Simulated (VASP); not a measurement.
Write the native input for VASP 6.6.1 that does the following.

* Task: single point
* Functional: PBE
* Potentials or basis: VASP PAW PBE potentials, release 64 (Cs_sv, Ge_d)
* Cutoff: 520 eV
* k mesh: 4 × 4 × 4
* Occupations: gaussian, width 0.1 eV
* Spin: no spin polarisation
* Dipole correction: no
* Further INCAR settings: ALGO = Normal; EDIFF = 1e-07; NBANDS = 34

The structure of CsGe3 lies in POSCAR:

```
CsGe3
1.0
    4.6648374900      0.0000000000      0.0000000000
    0.0000000000      4.6648374900      0.0000000000
    0.0000000000      0.0000000000      4.6648374900
Cs Ge
1 3
Direct
    0.0000000000      0.0000000000      0.0000000000
    0.0000000000      0.5000000000      0.5000000000
    0.5000000000      0.5000000000      0.0000000000
    0.5000000000      0.0000000000      0.5000000000
```

The cell was generated, and may not be a known phase.

One way to write it, as run:

INCAR

```
PREC = Accurate ; ENCUT = 520
EDIFF = 1E-7 ; ISMEAR = 0
SIGMA = 0.1 ; LREAL = False
LASPH = True ; NELM = 60
ALGO = Normal ; ISIF = 2
LWAVE = False ; LCHARG = True
GGA = PE ; LELF = True
LVHAR = True ; NBANDS = 34
```

KPOINTS

```
Automatic mesh
0
Gamma
  4 4 4
```

Potentials or basis: VASP PAW PBE potentials, release 64 (Cs_sv, Ge_d).

The run is started by

```bash
$ cat potpaw_PBE.64/Cs_sv/POTCAR potpaw_PBE.64/Ge_d/POTCAR > POTCAR
$ mpirun -np 1 vasp_std > vasp.out
```

Results of the run:

```json
{
  "Pressure": "3.1 GPa",
  "Band gap on the k mesh": "zero (an odd number of electrons rules out a gap without spin polarisation)"
}
```

Caveat: the cell stands under pressure; spin-orbit coupling is left out, which moves the levels of the heavy elements.

It took 46 s on 1 thread of AMD EPYC 7R13, with other jobs on the host, peak memory 0.18 GiB.
